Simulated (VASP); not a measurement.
KF: single point with LDA

Crystal: KF.

```
K F
1.0
     0.00000    2.65896    2.65896
     2.65896    0.00000    2.65896
     2.65896    2.65896    0.00000
K F
1 1
Direct
  0.00000 0.00000 0.00000
  0.50000 0.50000 0.50000
```

```
Program                : VASP 6.6.1
Task                   : single point
Functional             : LDA
Potentials or basis    : VASP PAW LDA potentials, release 64 (K_sv, F)
Cutoff                 : 520 eV
k mesh                 : 4 × 4 × 4
Occupations            : gaussian, width 0.01 eV
Spin                   : no spin polarisation
Dipole correction      : no
Further INCAR settings : ALGO = Normal; EDIFF = 1e-06; NBANDS = 15
```

* Pressure: -3.0 GPa
* Band gap on the k mesh: 5.87 eV

Levels at points of the mesh, in eV from the valence-band top:
```csv
k point,band 4,band 5,band 6,band 7,band 8,band 9,band 10,band 11,band 12,band 13
"(0.00, 0.00, 0.00)",-9.05,-9.05,0.00,0.00,0.00,5.87,10.55,10.55,10.55,12.31
"(0.50, 0.00, 0.00)",-9.09,-9.09,-0.86,-0.38,-0.38,8.84,10.32,12.03,12.03,14.41
"(0.50, 0.50, 0.00)",-9.29,-9.29,-0.21,-0.05,-0.05,7.91,10.19,11.51,13.66,14.37
```

Wall time 5 s on 1 thread of AMD EPYC 7R13 Processor (Zen 3), on a shared host, peak memory 0.1 GiB.

Caveat: the k points lie up to 0.51 Å⁻¹ apart.
